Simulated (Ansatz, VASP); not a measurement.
## Ti2BN3 in VASP and in Ansatz

File INCAR:

```
ALGO     = Normal         # electronic algorithm
EDIFF    = 1E-7           # SCF threshold, eV
EDIFFG   = -0.04          # ionic threshold
ENCUT    = 600            # plane-wave cutoff, eV
GGA      = PE             # functional
IBRION   = 2              # ionic algorithm
ISIF     = 3              # what is computed and relaxed
ISMEAR   = 0              # smearing method
LASPH    = T              # aspherical terms in the spheres
LCHARG   = F              # write CHGCAR
LREAL    = F              # projectors in reciprocal space
LWAVE    = F              # write WAVECAR
NELM     = 100            # most SCF steps
NSW      = 90             # ionic steps
PREC     = Accurate       # precision mode
SIGMA    = 0.1            # smearing width, eV
```

Contents of KPOINTS:

```
k-points
0
Gamma
  6 6 4
```

The input POSCAR:

```
Ti2BN3
1.0
    2.8002050289      0.0000000000      0.0000000000
    0.0000000000      2.8002050289      0.0000000000
    0.0000000000      0.0000000000      7.3550456296
Ti B N
2 1 3
Direct
    0.5000000000      0.5000000000      0.8027367426
    0.5000000000      0.5000000000      0.1972632574
    0.5000000000      0.5000000000      0.5000000000
    0.0000000000      0.0000000000      0.0000000000
    0.0000000000      0.0000000000      0.7190354528
    0.0000000000      0.0000000000      0.2809645472
```

Input for Ansatz:

```yaml
crystal:
  lattice:
    - [2.8002050289, 0.0, 0.0]
    - [0.0, 2.8002050289, 0.0]
    - [0.0, 0.0, 7.3550456296]
  atoms:
    - { symbol: Ti, position: [0.5, 0.5, 0.8027367426] }
    - { symbol: Ti, position: [0.5, 0.5, 0.1972632574] }
    - { symbol: B, position: [0.5, 0.5, 0.5] }
    - { symbol: "N", position: [0.0, 0.0, 0.0] }
    - { symbol: "N", position: [0.0, 0.0, 0.7190354528] }
    - { symbol: "N", position: [0.0, 0.0, 0.2809645472] }
basis:
  ecutwfc: 420
kpoints:
  mp_grid: { grid: [6, 6, 4] }
hamiltonian:
  xc: pbe
scf:
  occupations: { method: gaussian, width: 0.1 }
  lower_state_search: "off"
output:
  forces: true
  stress: true
  eigenvalues: true
relax:
  adjacent_minimum: "off"
  f_tol: 0.04
  max_steps: 70
  cell: { stress_tol: 0.4 }
```

Change from the starting cell: species swapped into the MgSc3Ru2 type (P4/mmm, No. 123).

Alike in both runs: task relaxation of cell and atoms; functional PBE; k mesh 6 × 6 × 4; occupations gaussian, width 0.1 eV; no spin polarisation.

```csv
,VASP,Ansatz
version,VASP 6.6.1,Ansatz 0.2.0
potentials or method,"VASP PAW PBE potentials, release 64 (Ti_sv, B, N), cutoff 600 eV","scalar-relativistic, plane waves, PAW"
valence electrons in the cell,42,42
```

|  | VASP | Ansatz | Ansatz less VASP |
| --- | --- | --- | --- |
| gap on the k mesh at the Fermi level, each at its own relaxed structure (eV) | none | none | - |
| relaxed volume (Å³/atom) | 9.46 | 9.51 | +0.051 |
| relaxed cell length with the largest relative difference (Å) | 7.241 | 7.257 | +0.0158 |

A gap of «none» marks a metal or a gap that the smearing closes.

The k mesh is coarse, so the values compare programs but aren't converged.
